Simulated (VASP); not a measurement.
# Y (P6_3/mmc) in VASP: single point with RPBE

Aim: the single point of Y with RPBE.

Everything below comes from runs of VASP 6.6.1. Logs are shortened: lines on timing, memory, paths and dates and some standing lists are left out, and cuts for length are marked.

### 1 The cell of the first run

It takes space group P6_3/mmc (No. 194, hexagonal). Conventional cell: a = 3.657 Å, b = 3.657 Å, c = 11.735 Å, α = 90.00°, β = 90.00°, γ = 120.00°. Y (site symmetry -3m) has 12 Y at 3.61 to 3.66 Å within 4.7 Å. Within 4.7 Å of Y (site symmetry -6m2) lie 12 Y at 3.61 to 3.66 Å.

### 2 Single point, RPBE

File INCAR:

```
SYSTEM = Y
PREC = Accurate
ENCUT = 520
EDIFF = 1E-6
ISMEAR = -1
SIGMA = 0.1
LREAL = .False.
LASPH = .True.
NELM = 80
ALGO = Normal
ISIF = 2
LWAVE = .False.
LCHARG = .True.
GGA = RP
LELF = .True.
LVHAR = .True.
NBANDS = 30
```

File KPOINTS:

```
Automatic mesh
0
Gamma
  13 13 4
  0 0 0
```

File POSCAR:

```
Y
1.0
    3.6572104267      0.0000000000      0.0000000000
   -1.8286052133      3.1672371365      0.0000000000
    0.0000000000      0.0000000000     11.7351359480
Y
4
Direct
    1.0000000000      0.0000000000      1.0000000000
    0.0000000000      0.0000000000      0.5000000000
    0.3333333333      0.6666666667      0.2500000000
    0.6666666667      0.3333333333      0.7500000000
```

Potentials or basis: VASP PAW PBE potentials, release 64 (Y_sv).

The run is started by

```sh
> cat potpaw_PBE.64/Y_sv/POTCAR > POTCAR
> mpirun -np 1 vasp_std > vasp.out
```

OUTCAR:

```text
SYSTEM = Y
   PREC = Accurate
   ENCUT = 520
   EDIFF = 1E-6
   ISMEAR = -1
   LREAL = .False.
   LASPH = .True.
   NELM = 80
   ISIF = 2
   GGA = RP

 ion  position               nearest neighbor table
   1  0.000  0.000  0.000-   3 3.61   4 3.61   3 3.61   4 3.61   4 3.61   3 3.61
   2  0.000  0.000  0.500-   3 3.61   4 3.61   3 3.61   4 3.61   4 3.61   3 3.61
   3  0.333  0.667  0.250-   1 3.61   2 3.61   1 3.61   2 3.61   1 3.61   2 3.61
   4  0.667  0.333  0.750-   1 3.61   2 3.61   1 3.61   2 3.61   1 3.61   2 3.61

  LATTYP: Found a hexagonal cell.
 ALAT       =     3.6572104267
 C/A-ratio  =     3.2087669504

  Lattice vectors:

 A1 = (   3.6572104267,   0.0000000000,   0.0000000000)
 A2 = (  -1.8286052133,   3.1672371365,   0.0000000000)
 A3 = (   0.0000000000,   0.0000000000,  11.7351359480)

Analysis of symmetry for initial positions (statically):
=====================================================================
 Subroutine PRICEL returns:
 Original cell was already a primitive cell.

 Routine SETGRP: Setting up the symmetry group for a
 hexagonal supercell.

 Subroutine GETGRP returns: Found 24 space group operations
 (whereof 12 operations were pure point group operations)
 out of a pool of 24 trial point group operations.

The static configuration has the point symmetry D_3d.
 The point group associated with its full space group is D_6h.

Analysis of symmetry for dynamics (positions and initial velocities):
=====================================================================
 Subroutine PRICEL returns:
 Original cell was already a primitive cell.

 Routine SETGRP: Setting up the symmetry group for a
 hexagonal supercell.

 Subroutine GETGRP returns: Found 24 space group operations
 (whereof 12 operations were pure point group operations)
 out of a pool of 24 trial point group operations.

The dynamic configuration has the point symmetry D_3d.
 The point group associated with its full space group is D_6h.

 Subroutine INISYM returns: Found 24 space group operations
 (whereof 12 operations are pure point group operations),
 and found     1 'primitive' translations

----------------------------------------------------------------------------------------

                                     Primitive cell

  volume of cell :     135.9310

  direct lattice vectors                    reciprocal lattice vectors
     3.657210427  0.000000000  0.000000000     0.273432448  0.157866297  0.000000000
    -1.828605213  3.167237136  0.000000000     0.000000000  0.315732595  0.000000000
     0.000000000  0.000000000 11.735135948     0.000000000  0.000000000  0.085214181

  length of vectors
     3.657210427  3.657210427 11.735135948     0.315732595  0.315732595  0.085214181

  position of ions in fractional coordinates (direct lattice)
     0.000000000  0.000000000  0.000000000
     0.000000000  0.000000000  0.500000000
     0.333333333  0.666666667  0.250000000
     0.666666667  0.333333333  0.750000000

  ion indices of the primitive-cell ions
   primitive index   ion index
                 1           1
                 2           2
                 3           3
                 4           4

----------------------------------------------------------------------------------------

 KPOINTS: Automatic mesh

Automatic generation of k-mesh.
 Grid dimensions read from file:
 generate k-points for:   13   13    4

 Generating k-lattice:

  Cartesian coordinates                     Fractional coordinates (reciprocal lattice)
     0.021033265  0.012143561  0.000000000     0.076923077  0.000000000  0.000000000
     0.000000000  0.024287123  0.000000000     0.000000000  0.076923077  0.000000000
     0.000000000  0.000000000  0.021303545     0.000000000  0.000000000  0.250000000

  Length of vectors
     0.024287123  0.024287123  0.021303545

  Shift w.r.t. Gamma in fractional coordinates (k-lattice)
     0.000000000  0.000000000  0.000000000

 Subroutine IBZKPT returns following result:
 ===========================================

 Found     63 irreducible k-points:

 Following reciprocal coordinates:
            Coordinates               Weight
  0.000000  0.000000  0.000000      1.000000
  0.076923  0.000000  0.000000      6.000000
  0.153846  0.000000  0.000000      6.000000
  0.230769  0.000000  0.000000      6.000000
  0.307692  0.000000  0.000000      6.000000
  0.384615  0.000000  0.000000      6.000000
[... 16 lines left out ...]
  0.076923  0.000000  0.250000     12.000000
  0.153846  0.000000  0.250000     12.000000
 [... further k-points ...]
   k-points           NKPTS =     63   k-points in BZ     NKDIM =     63   number of bands    NBANDS=     30
   number of dos      NEDOS =    301   number of ions     NIONS =      4
   total plane-waves  NPLWV =  70560
   dimension x,y,z NGX =    28 NGY =   28 NGZ =   90
   dimension x,y,z NGXF=    56 NGYF=   56 NGZF=  180
   ions per type =               4
   NGX,Y,Z   is equivalent  to a cutoff of  12.73, 12.73, 12.75 a.u.
   NGXF,Y,Z  is equivalent  to a cutoff of  25.46, 25.46, 25.50 a.u.
 SYSTEM =  Y
   PREC   = accura    normal or accurate (medium, high low for compatibility)
   ISTART =      0    job   : 0-new  1-cont  2-samecut
   ICHARG =      2    charge: 1-file 2-atom 10-const
   ISPIN  =      1    spin polarized calculation?
   LNONCOLLINEAR =      F non collinear calculations
   LSORBIT =      F    spin-orbit coupling
   LASPH  =      T    aspherical Exc in radial PAW
   ENCUT  =  520.0 eV  38.22 Ry    6.18 a.u.   6.80  6.80 21.82*2*pi/ulx,y,z
   NELM   =     80;   NELMIN=  2; NELMDL= -5     # of ELM steps
   EDIFF  = 0.1E-05   stopping-criterion for ELM
   LREAL  =      F    real-space projection
   EDIFFG = 0.1E-04   stopping-criterion for IOM
   NSW    =      0    number of steps for IOM
   IBRION =     -1    ionic relax: 0-MD 1-quasi-New 2-CG
   NFREE  =      0    steps in history (QN), initial steepest desc. (CG)
   ISIF   =      2    stress and relaxation
   ISYM   =      2    0-nonsym 1-usesym 2-fastsym
   POTIM  = 0.5000    time-step for ionic-motion
   TEBEG  =    0.0;   TEEND  =   0.0 temperature during run
   PSTRESS=    0.0 pullay stress
   NELECT =      44.0000    total number of electrons
   NUPDOWN=      -1.0000    fix difference up-down
   EMIN   =  10.00;   EMAX   =-10.00  energy-range for DOS
   EFERMI =   0.00;   METHOD = LEGACY
   ISMEAR =    -1;   SIGMA  =   0.10  broadening in eV -4-tet -1-fermi 0-gaus
   EFERMI_NEDOS =   21; number of points for ismear=-14 and -15
   IALGO  =     38    algorithm
   IMIX   =      4    mixing-type and parameters
     AMIX     =   0.40;   BMIX     =  1.00
     AMIX_MAG =   1.60;   BMIX_MAG =  1.00
  volume/ion in A,a.u.               =      33.98       229.33
  Fermi-wavevector in a.u.,A,eV,Ry     =   1.124051  2.124149 17.190846  1.263492
  Thomas-Fermi vector in A             =   2.260721
   LORBIT       =      0    0 simple, 1 ext, 2 COOP (PROOUT), +10 PAW based schemes
   GGA     = RP    functional components
   LHFCALC =     F    Hartree Fock is set to
   AEXX    =    0.0000 exact exchange contribution
   IVDW    =     0    specifies the selected vdW correction
   LEPSILON=     F    determine dielectric tensor
   LRPA    =     F    only Hartree local field effects (RPA)
 non-spin polarized calculation
  energy-cutoff  :      520.00
  volume of cell :      135.93
 maximum number of plane-waves:      3684
 NGX is ok and might be reduce to    28
   NGX = 13   NGY = 13   NGZ = 43

 number of electron      43.9999999 magnetization

 Free energy of the ion-electron system (eV)
  ---------------------------------------------------
  ext. energy  EPLUGINS =         0.00000000
  ---------------------------------------------------
  free energy    TOTEN  =       -24.50779246 eV

  energy without entropy =      -24.27354746  energy(sigma->0) =      -24.39066996

 E-fermi :   2.9646     XC(G=0):  -9.2035

 val. band max:        2.9568473424   @ k =   0.2308   0.1538   0.2500
 cond. band min:       2.9675057519   @ k =   0.3077   0.2308   0.2500
 fundamental gap:      0.0106584095
 Fermi energy:         2.9645706712

 k-point     1 :       0.0000    0.0000    0.0000
  band No.  band energies     occupation
      1     -39.8603      2.00000
      2     -39.8361      2.00000
      3     -39.8266      2.00000
      4     -39.8022      2.00000
      5     -20.0819      2.00000
      6     -19.8468      2.00000
[... 22 lines left out ...]
     29       4.9757      0.00000
     30       4.9765      0.00000

 k-point     2 :       0.0769    0.0000    0.0000
  band No.  band energies     occupation
      1     -39.8577      2.00000
      2     -39.8343      2.00000
      3     -39.8247      2.00000
      4     -39.8011      2.00000
      5     -20.0727      2.00000
      6     -19.8498      2.00000
[... 22 lines left out ...]
     29       5.0369      0.00000
     30       5.0872      0.00000

 k-point     3 :       0.1538    0.0000    0.0000
  band No.  band energies     occupation
      1     -39.8504      2.00000
      2     -39.8291      2.00000
      3     -39.8195      2.00000
      4     -39.7980      2.00000
      5     -20.0463      2.00000
      6     -19.8631      2.00000
[... 22 lines left out ...]
     29       4.9679      0.00000
     30       5.3511      0.00000

 k-point     4 :       0.2308    0.0000    0.0000
  band No.  band energies     occupation
      1     -39.8397      2.00000
      2     -39.8218      2.00000
      3     -39.8122      2.00000
      4     -39.7941      2.00000
      5     -20.0073      2.00000
      6     -19.8956      2.00000
[... 22 lines left out ...]
     29       5.0144      0.00000
     30       5.3090      0.00000

 k-point     5 :       0.3077    0.0000    0.0000
  band No.  band energies     occupation
      1     -39.8278      2.00000
      2     -39.8140      2.00000
      3     -39.8044      2.00000
      4     -39.7905      2.00000
      5     -19.9807      2.00000
      6     -19.9573      2.00000
[... 22 lines left out ...]
     29       4.8011      0.00000
     30       5.5973      0.00000
[... 526 lines left out ...]
     29       5.3081      0.00000
     30       5.3103      0.00000

 k-point    22 :       0.0000    0.0000    0.2500
  band No.  band energies     occupation
      1     -39.8582      2.00000
      2     -39.8433      2.00000
      3     -39.8194      2.00000
      4     -39.8044      2.00000
      5     -20.0637      2.00000
      6     -19.9325      2.00000
[... 22 lines left out ...]
     29       4.9138      0.00000
     30       4.9149      0.00000

 k-point    23 :       0.0769    0.0000    0.2500
  band No.  band energies     occupation
      1     -39.8556      2.00000
      2     -39.8412      2.00000
      3     -39.8178      2.00000
      4     -39.8032      2.00000
      5     -20.0554      2.00000
      6     -19.9308      2.00000
[... 22 lines left out ...]
     29       4.9541      0.00000
     30       4.9994      0.00000

 k-point    24 :       0.1538    0.0000    0.2500
  band No.  band energies     occupation
      1     -39.8485      2.00000
      2     -39.8352      2.00000
      3     -39.8133      2.00000
      4     -39.8000      2.00000
      5     -20.0319      2.00000
      6     -19.9291      2.00000
[... 22 lines left out ...]
     29       5.0068      0.00000
     30       5.0723      0.00000

 [... further k-points ...]
[... 5 lines left out ...]
  --------------------------------------------------------------------------------------
  -------------------------------------------------------------------------------------
  Total       -0.0865637     -0.0865637     -0.0943829     -0.0000000      0.0000000      0.0000000
  in kB       -1.0202991     -1.0202991     -1.1124619     -0.0000000      0.0000000      0.0000000
  external PRESSURE =      -1.0510200 kB  Pullay stress =       0.0000000 kB

 VOLUME and BASIS-vectors are now :
 -----------------------------------------------------------------------------
  energy-cutoff  :      520.00
  volume of cell :      135.93
      direct lattice vectors                 reciprocal lattice vectors
     3.657210427  0.000000000  0.000000000     0.273432448  0.157866297  0.000000000
    -1.828605213  3.167237136  0.000000000     0.000000000  0.315732595  0.000000000
     0.000000000  0.000000000 11.735135948     0.000000000  0.000000000  0.085214181

 POSITION                                       TOTAL-FORCE (eV/Angst)
 -----------------------------------------------------------------------------------
      0.00000      0.00000      0.00000        -0.000000      0.000000     -0.000000
      0.00000      0.00000      5.86757        -0.000000      0.000000     -0.000000
     -0.00000      2.11149      2.93378        -0.000000      0.000000      0.000000
      1.82861      1.05575      8.80135         0.000000     -0.000000     -0.000000
 -----------------------------------------------------------------------------------
    total drift:                                0.000000     -0.000000      0.000000

  FREE ENERGIE OF THE ION-ELECTRON SYSTEM (eV)
  ---------------------------------------------------
  free  energy   TOTEN  =       -24.5077924620 eV

  energy  without entropy=      -24.2735474603  energy(sigma->0) =      -24.39066996
```

Wall time 7.9 min (1 thread of Intel Xeon Platinum 8259CL at 2.50GHz (Skylake/Cascade Lake), shared host); peak memory 0.37 GiB.

Results:

* Free energy: -24.5078 eV
* Pressure: -0.1 GPa
* Band gap on the k mesh: zero (bands 22 and 23 overlap by 1.12 eV)

Levels at points of the mesh, in eV from the Fermi level:
| k point | band 19 | band 20 | band 21 | band 22 | band 23 | band 24 | band 25 | band 26 |
| --- | --- | --- | --- | --- | --- | --- | --- | --- |
| (0.00, 0.00, 0.00) | -3.30 | -1.85 | 0.60 | 0.79 | 0.84 | 1.60 | 1.60 | 1.66 |
| (0.00, 0.00, 0.50) | -2.25 | -2.25 | 0.49 | 0.49 | 1.50 | 1.50 | 1.72 | 1.72 |

Caveat: the PAW data sets were made with another functional, which shifts forces and pressure a little.
